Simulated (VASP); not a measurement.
# O (Im-3m) in VASP: further runs

The runs below take O through density of states, with LDA.

All numbers are computed with VASP 6.6.1; they aren't measurements. Logs are shortened: lines on timing, memory, paths and dates and some standing lists are left out, and cuts for length are marked.

## 1. The cell of the first run

Symmetry: Im-3m, No. 229, cubic system. The conventional cell has a = 1.851 Å, b = 1.851 Å, c = 1.851 Å, α = 90.00°, β = 90.00°, γ = 90.00°. Within 2.1 Å of O (site symmetry m-3m) lie 14 O at 1.60 to 1.85 Å.

## 2. Density of states, LDA (volume scaled by 0.45)

File POSCAR:

```
O
1.0
   -0.9257161000      0.9257161000      0.9257161000
    0.9257161000     -0.9257161000      0.9257161000
    0.9257161000      0.9257161000     -0.9257161000
O
1
Direct
    0.0000000000      0.0000000000      0.0000000000
```

File INCAR.step1:

```
SYSTEM = O
ALGO     = Normal         ! electronic algorithm
EDIFF    = 1E-6           ! SCF threshold, eV
ENCUT    = 520            ! plane-wave cutoff, eV
ISIF     = 2              ! what is computed and relaxed
ISMEAR   = -1             ! smearing method
LASPH    = .True.         ! aspherical terms in the spheres
LCHARG   = .True.         ! write CHGCAR
LREAL    = .False.        ! projectors in reciprocal space
LWAVE    = .False.        ! write WAVECAR
NBANDS   = 9              ! bands
NELM     = 80             ! most SCF steps
PREC     = Accurate       ! precision mode
SIGMA    = 0.1            ! smearing width, eV
```

File KPOINTS.step1:

```
k-points
0
Gamma
  21 21 21
  0 0 0
```

File INCAR.step2:

```
SYSTEM = O
ALGO     = Normal         ! electronic algorithm
EDIFF    = 1E-6           ! SCF threshold, eV
ENCUT    = 520            ! plane-wave cutoff, eV
ICHARG   = 11             ! starting density
ISIF     = 2              ! what is computed and relaxed
ISMEAR   = -5             ! smearing method
LASPH    = .True.         ! aspherical terms in the spheres
LCHARG   = .False.        ! write CHGCAR
LORBIT   = 11             ! projections on sites
LREAL    = .False.        ! projectors in reciprocal space
LWAVE    = .False.        ! write WAVECAR
NEDOS    = 1001           ! points of the DOS
NELM     = 80             ! most SCF steps
PREC     = Accurate       ! precision mode
SIGMA    = 0.1            ! smearing width, eV
```

File KPOINTS.step2:

```
k-points
0
Gamma
  32 32 32
  0 0 0
```

Potentials or basis: VASP PAW LDA potentials, release 64 (O).

Run with:

```console
cat potpaw_LDA.64/O/POTCAR > POTCAR
cp INCAR.step1 INCAR
cp KPOINTS.step1 KPOINTS
mpirun -np 1 vasp_std > vasp.out
cp INCAR.step2 INCAR
cp KPOINTS.step2 KPOINTS
mpirun -np 1 vasp_std > vasp.out
```

OUTCAR:

```text
SYSTEM = O
   EDIFF = 1E-6
   ENCUT = 520
   ICHARG = 11
   ISIF = 2
   ISMEAR = -5
   LASPH = .True.
   LORBIT = 11
   LREAL = .False.
   NELM = 80
   PREC = Accurate

 ion  position               nearest neighbor table
   1  0.000  0.000  0.000-

  LATTYP: Found a body centered cubic cell.
 ALAT       =     1.8514322000

  Lattice vectors:

 A1 = (  -0.9257161000,   0.9257161000,   0.9257161000)
 A2 = (   0.9257161000,  -0.9257161000,   0.9257161000)
 A3 = (   0.9257161000,   0.9257161000,  -0.9257161000)

Analysis of symmetry for initial positions (statically):
=====================================================================
 Subroutine PRICEL returns:
 Original cell was already a primitive cell.

 Routine SETGRP: Setting up the symmetry group for a
 body centered cubic supercell.

 Subroutine GETGRP returns: Found 48 space group operations
 (whereof 48 operations were pure point group operations)
 out of a pool of 48 trial point group operations.

The static configuration has the point symmetry O_h .

Analysis of symmetry for dynamics (positions and initial velocities):
=====================================================================
 Subroutine PRICEL returns:
 Original cell was already a primitive cell.

 Routine SETGRP: Setting up the symmetry group for a
 body centered cubic supercell.

 Subroutine GETGRP returns: Found 48 space group operations
 (whereof 48 operations were pure point group operations)
 out of a pool of 48 trial point group operations.

The dynamic configuration has the point symmetry O_h .

 Subroutine INISYM returns: Found 48 space group operations
 (whereof 48 operations are pure point group operations),
 and found     1 'primitive' translations

----------------------------------------------------------------------------------------

                                     Primitive cell

  volume of cell :       3.1732

  direct lattice vectors                    reciprocal lattice vectors
    -0.925716100  0.925716100  0.925716100     0.000000000  0.540122398  0.540122398
     0.925716100 -0.925716100  0.925716100     0.540122398  0.000000000  0.540122398
     0.925716100  0.925716100 -0.925716100     0.540122398  0.540122398  0.000000000

  length of vectors
     1.603387319  1.603387319  1.603387319     0.763848421  0.763848421  0.763848421
[... 82 lines left out ...]
   LREAL  =      F    real-space projection
   EDIFFG = 0.1E-04   stopping-criterion for IOM
   NSW    =      0    number of steps for IOM
   IBRION =     -1    ionic relax: 0-MD 1-quasi-New 2-CG
   NFREE  =      0    steps in history (QN), initial steepest desc. (CG)
   ISIF   =      2    stress and relaxation
   ISYM   =      2    0-nonsym 1-usesym 2-fastsym
   POTIM  = 0.5000    time-step for ionic-motion
   TEBEG  =    0.0;   TEEND  =   0.0 temperature during run
   PSTRESS=    0.0 pullay stress
   NELECT =       6.0000    total number of electrons
   NUPDOWN=      -1.0000    fix difference up-down
   EMIN   =  10.00;   EMAX   =-10.00  energy-range for DOS
   EFERMI =   0.00;   METHOD = LEGACY
   ISMEAR =    -5;   SIGMA  =   0.10  broadening in eV -4-tet -1-fermi 0-gaus
   EFERMI_NEDOS =   21; number of points for ismear=-14 and -15
   IALGO  =     38    algorithm
   IMIX   =      4    mixing-type and parameters
     AMIX     =   0.40;   BMIX     =  1.00
     AMIX_MAG =   1.60;   BMIX_MAG =  1.00
  volume/ion in A,a.u.               =       3.17        21.41
  Fermi-wavevector in a.u.,A,eV,Ry     =   2.024390  3.825542 55.758761  4.098153
  Thomas-Fermi vector in A             =   3.033898
   LORBIT       =     11    0 simple, 1 ext, 2 COOP (PROOUT), +10 PAW based schemes
   GGA     = CA    functional components
   LHFCALC =     F    Hartree Fock is set to
   AEXX    =    0.0000 exact exchange contribution
   IVDW    =     0    specifies the selected vdW correction
   LEPSILON=     F    determine dielectric tensor
   LRPA    =     F    only Hartree local field effects (RPA)
 non-spin polarized calculation
 Fermi weights with tetrahedron method with Bloechl corrections
  energy-cutoff  :      520.00
  volume of cell :        3.17
 maximum number of plane-waves:        96

 number of electron       6.0000006 magnetization

 Free energy of the ion-electron system (eV)
  ---------------------------------------------------
  ext. energy  EPLUGINS =         0.00000000
  ---------------------------------------------------
  free energy    TOTEN  =         2.17294274 eV

  energy without entropy =        2.17294274  energy(sigma->0) =        2.17294274

 E-fermi :  20.1537     XC(G=0): -18.3425

 val. band max:       20.1726305192   @ k =  -0.2813   0.3438   0.0312
 cond. band min:      20.0764366952   @ k =  -0.2500   0.2500   0.2188
 fundamental gap:     -0.0961938240
 Fermi energy:        20.1536652466

 k-point     1 :       0.0000    0.0000    0.0000
  band No.  band energies     occupation
      1     -18.3040      2.00000
      2      25.9039      0.00000
      3      25.9039      0.00000
      4      25.9039      0.00000
      5      67.5253      0.00000
      6      70.9063      0.00000
      7      70.9063      0.00000
[... 221 lines left out ...]
 k-point    24 :       0.2188    0.0313    0.0000
  band No.  band energies     occupation
      1     -14.2915      2.00000
      2      17.8199      2.00729
      3      22.4710      0.00000
      4      25.0313      0.00000
      5      55.3901      0.00000
      6      59.4242      0.00000
      7      67.9194      0.00000

 [... further k-points ...]

------------------------ aborting loop because EDIFF is reached ----------------------------------------

  FORCE on cell =-STRESS in cart. coord.  units (eV):
  Direction    XX          YY          ZZ          XY          YZ          ZX
  --------------------------------------------------------------------------------------
  -------------------------------------------------------------------------------------
  Total       17.5695567     17.5695567     17.5695567     -0.0000000     -0.0000000     -0.0000000
  in kB     8871.1095715   8871.1095715   8871.1095715     -0.0000000     -0.0000000     -0.0000000
  external PRESSURE =    8871.1095715 kB  Pullay stress =       0.0000000 kB

 VOLUME and BASIS-vectors are now :
 -----------------------------------------------------------------------------
  energy-cutoff  :      520.00
  volume of cell :        3.17
      direct lattice vectors                 reciprocal lattice vectors
    -0.925716100  0.925716100  0.925716100     0.000000000  0.540122398  0.540122398
     0.925716100 -0.925716100  0.925716100     0.540122398  0.000000000  0.540122398
     0.925716100  0.925716100 -0.925716100     0.540122398  0.540122398  0.000000000

 POSITION                                       TOTAL-FORCE (eV/Angst)
 -----------------------------------------------------------------------------------
      0.00000      0.00000      0.00000         0.000000     -0.000000     -0.000000
 -----------------------------------------------------------------------------------
    total drift:                               -0.000000     -0.000000      0.000000

  FREE ENERGIE OF THE ION-ELECTRON SYSTEM (eV)
  ---------------------------------------------------
  free  energy   TOTEN  =         2.1729427439 eV

  energy  without entropy=        2.1729427439  energy(sigma->0) =        2.17294274

 total charge

# of ion       s       p       d       tot
------------------------------------------
    1        1.753   3.396   0.000   5.149
```

Wall time 20 s (1 thread of AMD EPYC 9R45 (Zen 5), shared host); peak memory 0.14 GiB.

Results:

| Property | Result |
| --- | --- |
| Valence electrons inside the program's atomic spheres | O 5.15 |

Caveat: tetrahedron occupations give inexact forces and stress in metals.

(Part 1 of 2 ends here.)
